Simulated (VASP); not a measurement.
Runs of VASP 6.6.1 on Cu5Mo. The structure is that of space group P-6m2 (No. 187), or close to it. The cells are those of the table. The cell was built from a structure type or drawn by symmetry, and may not be a known phase.

| cell | k mesh | cutoff (eV) | smearing | gap on the mesh (eV) | pressure (GPa) | largest force (eV/Å) |
| --- | --- | --- | --- | --- | --- | --- |
| a = 2.640, b = 2.640, c = 12.706 Å, angles 90.0, 90.0, 120.0°, 6 atoms | 6 × 6 × 2 | 520 | gaussian 0.2 eV | none | 0.6 | 0.01 |
| a = 2.633, b = 2.633, c = 12.827 Å, angles 90.0, 90.0, 120.0°, 6 atoms | 12 × 12 × 4 | 520 | gaussian 0.1 eV | none | (a) | 0.01 |
| a = 2.642, b = 2.642, c = 12.701 Å, angles 90.0, 90.0, 120.0°, 6 atoms | 6 × 6 × 2 | 600 | gaussian 0.2 eV | none | 0.5 | 0.01 |
| a = 2.640, b = 2.640, c = 12.706 Å, angles 90.0, 90.0, 120.0°, 6 atoms | 6 × 6 × 2 | 600 | gaussian 0.1 eV | none | 0.5 | 0.01 |

Alike in all rows: task single point; level PBE; potentials or basis VASP PAW PBE potentials, release 64 (Cu, Mo_sv); no spin polarisation.

Question: Fill in the values left out.

Answer: (a) 0.4.

Caveats: some runs use coarse meshes.

A k mesh can miss the band edges, and the runs leave out spin-orbit coupling on Mo.

A gap of «none» marks levels without a gap at the run's occupations.
